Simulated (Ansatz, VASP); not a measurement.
## One calculation of C, two programs

```
C
1.0
     1.89194   -3.20649    0.00000
     1.89194    3.20649    0.00000
     0.00000    0.00000    3.78892
C
4
Direct
  0.15250 0.84750 0.07850
  0.65250 0.34750 0.42150
  0.84750 0.15250 0.92150
  0.34750 0.65250 0.57850
```

Alike in both runs: task relaxation of cell and atoms; functional PBE; k mesh 6 × 6 × 4; occupations gaussian, width 0.1 eV; no spin polarisation.

```csv
,VASP,Ansatz
version,VASP 6.6.1,Ansatz 0.2.0
potentials or method,"VASP PAW PBE potentials, release 64 (C), cutoff 600 eV","scalar-relativistic, plane waves, PAW"
valence electrons in the cell,16,16
```

Ansatz gave:

```
relaxed volume (Å³/atom)                                     : 10.03
relaxed cell length with the largest relative difference (Å) : 4.001
```

What did VASP give for the same quantities?

Relaxed volume (Å³/atom): 7.75; relaxed cell length with the largest relative difference (Å): 2.462.

One of these differences is far larger than is usual between the two programs; its cause wasn't traced.

The k mesh is coarse, so the values compare programs but aren't converged. Noted on VASP's run: the volume moved by over 15 % at a fixed basis, so the end points are rough.
